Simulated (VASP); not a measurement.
# In (I4/mmm) in VASP: a series of runs

In is run at these levels: PBE; tasks: single point.

All numbers are computed with VASP 6.6.1; they aren't measurements. Logs are shortened: lines on timing, memory, paths and dates and some standing lists are left out, and cuts for length are marked.

### 1 The cell of the first run

It takes space group I4/mmm (No. 139, tetragonal). Conventional cell: a = 3.155 Å, b = 3.155 Å, c = 4.799 Å, α = 90.00°, β = 90.00°, γ = 90.00°. Within 4.2 Å of In (site symmetry 4/mmm) lie 12 In at 3.15 to 3.28 Å.

### 2 Single point, PBE (strain -0.030 along x and y, -0.030 along z)

File INCAR:

```
SYSTEM = In
  ALGO = Fast
  EDIFF = 1E-6
  ENCUT = 520
  GGA = PE
  ISIF = 2
  ISMEAR = 0
  LASPH = .TRUE.
  LCHARG = .TRUE.
  LELF = .TRUE.
  LREAL = .FALSE.
  LVHAR = .TRUE.
  LWAVE = .FALSE.
  NBANDS = 12
  NELM = 100
  PREC = Accurate
  SIGMA = 0.15
```

File KPOINTS:

```
k-points
0
G
  20 20 20
  0 0 0
```

File POSCAR:

```
In
1.0
   -1.5773655000      1.5773655000      2.3997315000
    1.5773655000     -1.5773655000      2.3997315000
    1.5773655000      1.5773655000     -2.3997315000
In
1
Direct
    0.0000000000      0.0000000000      0.0000000000
```

Potentials or basis: VASP PAW PBE potentials, release 64 (In_d).

On the command line:

```
> cat potpaw_PBE.64/In_d/POTCAR > POTCAR
> mpirun -np 1 vasp_std > vasp.out
```

OUTCAR:

```text
SYSTEM = In
   EDIFF = 1E-6
   ENCUT = 520
   GGA = PE
   ISIF = 2
   ISMEAR = 0
   LASPH = .TRUE.
   LREAL = .FALSE.
   NELM = 100
   PREC = Accurate

 ion  position               nearest neighbor table
   1  0.000  0.000  0.000-

  LATTYP: Found a body centered tetragonal cell.
 ALAT       =     3.1547310000
 C/A-ratio  =     1.5213541186

  Lattice vectors:

 A1 = (  -1.5773655000,   1.5773655000,   2.3997315000)
 A2 = (   1.5773655000,  -1.5773655000,   2.3997315000)
 A3 = (   1.5773655000,   1.5773655000,  -2.3997315000)

Analysis of symmetry for initial positions (statically):
=====================================================================
 Subroutine PRICEL returns:
 Original cell was already a primitive cell.

 Routine SETGRP: Setting up the symmetry group for a
 body centered tetragonal supercell.

 Subroutine GETGRP returns: Found 16 space group operations
 (whereof 16 operations were pure point group operations)
 out of a pool of 16 trial point group operations.

The static configuration has the point symmetry D_4h.

Analysis of symmetry for dynamics (positions and initial velocities):
=====================================================================
 Subroutine PRICEL returns:
 Original cell was already a primitive cell.

 Routine SETGRP: Setting up the symmetry group for a
 body centered tetragonal supercell.

 Subroutine GETGRP returns: Found 16 space group operations
 (whereof 16 operations were pure point group operations)
 out of a pool of 16 trial point group operations.

The dynamic configuration has the point symmetry D_4h.

 Subroutine INISYM returns: Found 16 space group operations
 (whereof 16 operations are pure point group operations),
 and found     1 'primitive' translations

----------------------------------------------------------------------------------------

                                     Primitive cell

  volume of cell :      23.8829

  direct lattice vectors                    reciprocal lattice vectors
    -1.577365500  1.577365500  2.399731500     0.000000000  0.316984237  0.208356643
     1.577365500 -1.577365500  2.399731500     0.316984237  0.000000000  0.208356643
     1.577365500  1.577365500 -2.399731500     0.316984237  0.316984237  0.000000000

  length of vectors
     3.276411927  3.276411927  3.276411927     0.379330328  0.379330328  0.448283407

  position of ions in fractional coordinates (direct lattice)
     0.000000000  0.000000000  0.000000000

  ion indices of the primitive-cell ions
   primitive index   ion index
                 1           1

----------------------------------------------------------------------------------------

 KPOINTS: k-points

Automatic generation of k-mesh.
 Grid dimensions read from file:
 generate k-points for:   20   20   20

 Generating k-lattice:

  Cartesian coordinates                     Fractional coordinates (reciprocal lattice)
     0.000000000  0.015849212  0.010417832     0.050000000  0.000000000  0.000000000
     0.015849212  0.000000000  0.010417832     0.000000000  0.050000000  0.000000000
     0.015849212  0.015849212  0.000000000     0.000000000  0.000000000  0.050000000

  Length of vectors
     0.018966516  0.018966516  0.022414170

  Shift w.r.t. Gamma in fractional coordinates (k-lattice)
     0.000000000  0.000000000  0.000000000

 Subroutine IBZKPT returns following result:
 ===========================================

 Found    641 irreducible k-points:

 Following reciprocal coordinates:
            Coordinates               Weight
  0.000000  0.000000  0.000000      1.000000
  0.050000 -0.000000  0.000000      8.000000
  0.100000 -0.000000  0.000000      8.000000
  0.150000 -0.000000  0.000000      8.000000
  0.200000 -0.000000  0.000000      8.000000
  0.250000 -0.000000  0.000000      8.000000
[... 16 lines left out ...]
 -0.400000  0.050000 -0.000000     16.000000
 -0.350000  0.050000 -0.000000     16.000000
 [... further k-points ...]
   k-points           NKPTS =    641   k-points in BZ     NKDIM =    641   number of bands    NBANDS=     12
   number of dos      NEDOS =    301   number of ions     NIONS =      1
   total plane-waves  NPLWV =  13824
   dimension x,y,z NGX =    24 NGY =   24 NGZ =   24
   dimension x,y,z NGXF=    48 NGYF=   48 NGZF=   48
   ions per type =               1
   NGX,Y,Z   is equivalent  to a cutoff of  12.18, 12.18, 12.18 a.u.
   NGXF,Y,Z  is equivalent  to a cutoff of  24.36, 24.36, 24.36 a.u.
 SYSTEM =  In
   PREC   = accura    normal or accurate (medium, high low for compatibility)
   ISTART =      0    job   : 0-new  1-cont  2-samecut
   ICHARG =      2    charge: 1-file 2-atom 10-const
   ISPIN  =      1    spin polarized calculation?
   LNONCOLLINEAR =      F non collinear calculations
   LSORBIT =      F    spin-orbit coupling
   LASPH  =      T    aspherical Exc in radial PAW
   ENCUT  =  520.0 eV  38.22 Ry    6.18 a.u.   6.09  6.09  6.09*2*pi/ulx,y,z
   NELM   =    100;   NELMIN=  2; NELMDL= -5     # of ELM steps
   EDIFF  = 0.1E-05   stopping-criterion for ELM
   LREAL  =      F    real-space projection
   EDIFFG = 0.1E-04   stopping-criterion for IOM
   NSW    =      0    number of steps for IOM
   IBRION =     -1    ionic relax: 0-MD 1-quasi-New 2-CG
   NFREE  =      0    steps in history (QN), initial steepest desc. (CG)
   ISIF   =      2    stress and relaxation
   ISYM   =      2    0-nonsym 1-usesym 2-fastsym
   POTIM  = 0.5000    time-step for ionic-motion
   TEBEG  =    0.0;   TEEND  =   0.0 temperature during run
   PSTRESS=    0.0 pullay stress
   NELECT =      13.0000    total number of electrons
   NUPDOWN=      -1.0000    fix difference up-down
   EMIN   =  10.00;   EMAX   =-10.00  energy-range for DOS
   EFERMI =   0.00;   METHOD = LEGACY
   ISMEAR =     0;   SIGMA  =   0.15  broadening in eV -4-tet -1-fermi 0-gaus
   EFERMI_NEDOS =   21; number of points for ismear=-14 and -15
   IALGO  =     68    algorithm
   IMIX   =      4    mixing-type and parameters
     AMIX     =   0.40;   BMIX     =  1.00
     AMIX_MAG =   1.60;   BMIX_MAG =  1.00
  volume/ion in A,a.u.               =      23.88       161.17
  Fermi-wavevector in a.u.,A,eV,Ry     =   1.336678  2.525955 24.309644  1.786708
  Thomas-Fermi vector in A             =   2.465286
   LORBIT       =      0    0 simple, 1 ext, 2 COOP (PROOUT), +10 PAW based schemes
   GGA     = PE    functional components
   LHFCALC =     F    Hartree Fock is set to
   AEXX    =    0.0000 exact exchange contribution
   IVDW    =     0    specifies the selected vdW correction
   LEPSILON=     F    determine dielectric tensor
   LRPA    =     F    only Hartree local field effects (RPA)
 non-spin polarized calculation
 RMM-DIIS sequential band-by-band and
 Gauss-broadening in eV      SIGMA  =   0.15
  energy-cutoff  :      520.00
  volume of cell :       23.88
 maximum number of plane-waves:       668
   NGX = 13   NGY = 13   NGZ = 13

 number of electron      12.9999997 magnetization

 Free energy of the ion-electron system (eV)
  ---------------------------------------------------
  ext. energy  EPLUGINS =         0.00000000
  ---------------------------------------------------
  free energy    TOTEN  =        -2.49061999 eV

  energy without entropy =       -2.48481123  energy(sigma->0) =       -2.48771561

 E-fermi :   8.6521     XC(G=0): -10.6937

 val. band max:        8.6428916858   @ k =   0.3000   0.1000   0.0500
 cond. band min:       8.6526342721   @ k =  -0.4500   0.4500   0.1000
 fundamental gap:      0.0097425864
 Fermi energy:         8.6520994097

 k-point     1 :       0.0000    0.0000    0.0000
  band No.  band energies     occupation
      1      -6.2288      2.00000
      2      -6.0971      2.00000
      3      -6.0971      2.00000
      4      -5.9907      2.00000
      5      -5.8612      2.00000
      6      -1.5944      2.00000
      7      19.9850      0.00000
      8      19.9850      0.00000
      9      20.1924      0.00000
     10      20.3631      0.00000
     11      23.3940      0.00000
     12      23.4710      0.00000

 k-point     2 :       0.0500   -0.0000    0.0000
  band No.  band energies     occupation
      1      -6.2237      2.00000
      2      -6.0974      2.00000
      3      -6.0919      2.00000
      4      -5.9901      2.00000
      5      -5.8633      2.00000
      6      -1.5356      2.00000
      7      19.1548      0.00000
      8      19.9051      0.00000
      9      19.9614      0.00000
     10      20.3249      0.00000
     11      23.6298      0.00000
     12      23.6346      0.00000

 k-point     3 :       0.1000   -0.0000    0.0000
  band No.  band energies     occupation
      1      -6.2109      2.00000
      2      -6.0995      2.00000
      3      -6.0779      2.00000
      4      -5.9858      2.00000
      5      -5.8688      2.00000
      6      -1.3583      2.00000
      7      17.4432      0.00000
      8      19.5512      0.00000
      9      19.7041      0.00000
     10      20.3327      0.00000
     11      23.5095      0.00000
     12      24.0842      0.00000

 k-point     4 :       0.1500   -0.0000    0.0000
  band No.  band energies     occupation
      1      -6.1972      2.00000
      2      -6.1054      2.00000
      3      -6.0591      2.00000
      4      -5.9712      2.00000
      5      -5.8740      2.00000
      6      -1.0599      2.00000
      7      15.6029      0.00000
      8      19.0486      0.00000
      9      19.4527      0.00000
     10      20.3398      0.00000
     11      22.8508      0.00000
     12      24.7478      0.00000

 k-point     5 :       0.2000   -0.0000    0.0000
  band No.  band energies     occupation
      1      -6.1903      2.00000
      2      -6.1171      2.00000
      3      -6.0431      2.00000
      4      -5.9400      2.00000
      5      -5.8726      2.00000
      6      -0.6377      2.00000
      7      13.7782      0.00000
      8      18.5277      0.00000
      9      19.2019      0.00000
     10      20.3276      0.00000
     11      22.2588      0.00000
     12      24.7642      0.00000
[... 228 lines left out ...]
      1      -6.2417      2.00000
      2      -6.1774      2.00000
      3      -6.0793      2.00000
      4      -5.7615      2.00000
      5      -5.7065      2.00000
      6       4.1336      2.00000
      7       5.0715      2.00000
      8      16.4723      0.00000
      9      17.9792      0.00000
     10      19.4885      0.00000
     11      21.0209      0.00000
     12      23.0796      0.00000

 k-point    22 :      -0.4500    0.0500   -0.0000
  band No.  band energies     occupation
      1      -6.2366      2.00000
      2      -6.1725      2.00000
      3      -6.0751      2.00000
      4      -5.7766      2.00000
      5      -5.7166      2.00000
      6       3.0744      2.00000
      7       6.3142      2.00000
      8      16.4742      0.00000
      9      18.1545      0.00000
     10      19.5412      0.00000
     11      21.1819      0.00000
     12      23.1649      0.00000

 k-point    23 :      -0.4000    0.0500   -0.0000
  band No.  band energies     occupation
      1      -6.2249      2.00000
      2      -6.1639      2.00000
      3      -6.0656      2.00000
      4      -5.8031      2.00000
      5      -5.7440      2.00000
      6       2.0722      2.00000
      7       7.7282      2.00000
      8      16.5821      0.00000
      9      18.3220      0.00000
     10      19.7719      0.00000
     11      21.4204      0.00000
     12      23.1394      0.00000

 k-point    24 :      -0.3500    0.0500   -0.0000
  band No.  band energies     occupation
      1      -6.2088      2.00000
      2      -6.1526      2.00000
      3      -6.0530      2.00000
      4      -5.8377      2.00000
      5      -5.7841      2.00000
      6       1.1860      2.00000
      7       9.2520      0.00000
      8      16.7918      0.00000
      9      18.4745      0.00000
     10      20.1577      0.00000
     11      21.7399      0.00000
     12      23.0635      0.00000

 [... further k-points ...]

------------------------ aborting loop because EDIFF is reached ----------------------------------------

  FORCE on cell =-STRESS in cart. coord.  units (eV):
  Direction    XX          YY          ZZ          XY          YZ          ZX
  --------------------------------------------------------------------------------------
  -------------------------------------------------------------------------------------
  Total        1.0794739      1.0794739      1.0459226      0.0000000      0.0000000      0.0000000
  in kB       72.4161438     72.4161438     70.1653712      0.0000000      0.0000000      0.0000000
  external PRESSURE =      71.6658863 kB  Pullay stress =       0.0000000 kB

 VOLUME and BASIS-vectors are now :
 -----------------------------------------------------------------------------
  energy-cutoff  :      520.00
  volume of cell :       23.88
      direct lattice vectors                 reciprocal lattice vectors
    -1.577365500  1.577365500  2.399731500     0.000000000  0.316984237  0.208356643
     1.577365500 -1.577365500  2.399731500     0.316984237  0.000000000  0.208356643
     1.577365500  1.577365500 -2.399731500     0.316984237  0.316984237  0.000000000

 POSITION                                       TOTAL-FORCE (eV/Angst)
 -----------------------------------------------------------------------------------
      0.00000      0.00000      0.00000         0.000000      0.000000      0.000000
 -----------------------------------------------------------------------------------
    total drift:                                0.000000      0.000000     -0.000000

  FREE ENERGIE OF THE ION-ELECTRON SYSTEM (eV)
  ---------------------------------------------------
  free  energy   TOTEN  =        -2.4906199873 eV

  energy  without entropy=       -2.4848112335  energy(sigma->0) =       -2.48771561
```

Wall time 89 s (1 thread of Intel Xeon Platinum 8259CL at 2.50GHz (Skylake/Cascade Lake), shared host); peak memory 0.28 GiB.

Results:

```yaml
Free_energy: -2.4906 eV
Pressure: 7.2 GPa
Band_gap_on_the_k_mesh: zero (an odd number of electrons rules out a gap without spin polarisation)
```

Stress tensor (GPa, compression positive):
```
7.24 0.00 0.00
0.00 7.24 0.00
0.00 0.00 7.02
```

Levels at points of the mesh, in eV from the Fermi level:
| k point | band 4 | band 5 | band 6 | band 7 | band 8 | band 9 |
| --- | --- | --- | --- | --- | --- | --- |
| (0.00, 0.00, 0.00) | -14.64 | -14.51 | -10.25 | 11.33 | 11.33 | 11.54 |
| (0.50, 0.00, 0.00) | -14.40 | -14.36 | -4.39 | -3.83 | 8.04 | 9.83 |
| (0.50, 0.50, 0.00) | -14.38 | -14.27 | -2.28 | -1.46 | 3.67 | 4.09 |
| (0.50, 0.50, 0.50) | -14.34 | -14.34 | -3.06 | -2.86 | 4.93 | 4.93 |

Caveat: the cell differs from its parent crystal (strain -0.030 along x and y, -0.030 along z); the cell stands under pressure; spin-orbit coupling is left out, which moves the levels of the heavy elements.

### 3 Single point, PBE (strain +0.015 along x and y, -0.015 along z)

File INCAR:

```
SYSTEM = In
PREC = Accurate
ENCUT = 520
EDIFF = 1E-6
ISMEAR = 0
SIGMA = 0.15
LREAL = .FALSE.
LASPH = .TRUE.
NELM = 60
ALGO = Fast
ISIF = 2
LWAVE = .FALSE.
LCHARG = .FALSE.
GGA = PE
NBANDS = 12
```

File KPOINTS:

```
Automatic mesh
0
G
  20 20 20
  0 0 0
```

File POSCAR:

```
In
1.0
   -1.6505422500      1.6505422500      2.4368407500
    1.6505422500     -1.6505422500      2.4368407500
    1.6505422500      1.6505422500     -2.4368407500
In
1
Direct
    0.0000000000      0.0000000000      0.0000000000
```

Potentials or basis: VASP PAW PBE potentials, release 64 (In_d).

On the command line:

```
> cat potpaw_PBE.64/In_d/POTCAR > POTCAR
> mpirun -np 1 vasp_std > vasp.out
```

It took 3.4 min on 1 thread of Intel Xeon Platinum 8259CL at 2.50GHz (Skylake/Cascade Lake), shared host; peak memory 0.31 GiB.

Results (log left out):

- Free energy: -2.5586 eV
- Pressure: 1.3 GPa
- Band gap on the k mesh: zero (an odd number of electrons rules out a gap without spin polarisation)

Levels at points of the mesh, in eV from the Fermi level:
| k point | band 3 | band 4 | band 5 | band 6 | band 7 | band 8 | band 9 | band 10 |
| --- | --- | --- | --- | --- | --- | --- | --- | --- |
| (0.00, 0.00, 0.00) | -14.61 | -14.49 | -14.44 | -9.45 | 10.40 | 10.40 | 10.51 | 11.50 |
| (0.50, 0.00, 0.00) | -14.60 | -14.33 | -14.30 | -4.32 | -3.32 | 7.83 | 8.72 | 10.90 |
| (0.50, 0.50, 0.00) | -14.33 | -14.30 | -14.25 | -2.03 | -1.88 | 3.69 | 3.94 | 7.07 |
| (0.50, 0.50, 0.50) | -14.32 | -14.28 | -14.28 | -2.61 | -2.45 | 4.39 | 4.39 | 7.76 |

Caveat: the cell differs from its parent crystal (strain +0.015 along x and y, -0.015 along z); spin-orbit coupling is left out, which moves the levels of the heavy elements.

### 4 Single point, PBE (strain +0.015 along x and y, +0.000 along z)

File INCAR:

```
SYSTEM = In
  ALGO = Fast
  EDIFF = 1E-6
  ENCUT = 520
  GGA = PE
  ISIF = 2
  ISMEAR = 0
  LASPH = .TRUE.
  LCHARG = .FALSE.
  LREAL = .FALSE.
  LWAVE = .FALSE.
  NBANDS = 12
  NELM = 80
  PREC = Accurate
  SIGMA = 0.15
```

File KPOINTS:

```
k-points
0
G
  20 20 20
  0 0 0
```

File POSCAR:

```
In
1.0
   -1.6505422500      1.6505422500      2.4739500000
    1.6505422500     -1.6505422500      2.4739500000
    1.6505422500      1.6505422500     -2.4739500000
In
1
Direct
    0.0000000000      0.0000000000      0.0000000000
```

On the command line:

```
> cat potpaw_PBE.64/In_d/POTCAR > POTCAR
> mpirun -np 1 vasp_std > vasp.out
```

Run time: 3.6 min. Hardware: 1 thread of Intel Xeon Platinum 8259CL at 2.50GHz (Skylake/Cascade Lake), shared host; peak memory 0.32 GiB.

It converged, with:

```yaml
Free_energy: -2.5613 eV
Pressure: 0.7 GPa
Band_gap_on_the_k_mesh: zero (an odd number of electrons rules out a gap without spin polarisation)
```

Stress tensor (GPa, compression positive):
```
0.74 0.00 0.00
0.00 0.74 0.00
0.00 0.00 0.62
```

Levels at points of the mesh, in eV from the Fermi level:
```
           k point  band 2  band 3  band 4  band 5  band 6  band 7  band 8  band 9  band 10  band 11
(0.00, 0.00, 0.00)  -14.58  -14.58  -14.49  -14.41   -9.34   10.27   10.27   10.40    11.49    13.69
(0.50, 0.00, 0.00)  -14.63  -14.57  -14.32  -14.29   -4.30   -3.25    7.55    8.77    10.95    11.45
(0.50, 0.50, 0.00)  -14.72  -14.32  -14.30  -14.24   -1.92   -1.82    3.56    3.90     6.93     7.27
(0.50, 0.50, 0.50)  -14.72  -14.31  -14.28  -14.28   -2.80   -2.48    4.50    4.50     7.84     7.93
```

Caveat: the cell differs from its parent crystal (strain +0.015 along x and y, +0.000 along z); spin-orbit coupling is left out, which moves the levels of the heavy elements.

### 5 The runs side by side

```csv
cell,gap on the mesh (eV),pressure (GPa)
"a = 3.276 Å, angles 122.4, 122.4, 85.8°, 1 atom",none,7.2
"a = 3.374 Å, angles 121.4, 121.4, 87.5°, 1 atom",none,1.3
"a = 3.401 Å, angles 121.9, 121.9, 86.7°, 1 atom",none,0.7
```

Alike in all rows: task single point; level PBE; potentials or basis VASP PAW PBE potentials, release 64 (In_d); no spin polarisation; k mesh 20 × 20 × 20; cutoff (eV) 520; smearing gaussian 0.15 eV.

Caveats: spin-orbit coupling is left out, which moves the levels of the heavy elements; the cell stands under pressure (at least some runs).

Total energies depend on the potentials used, so only differences within one code and one set of settings carry meaning.
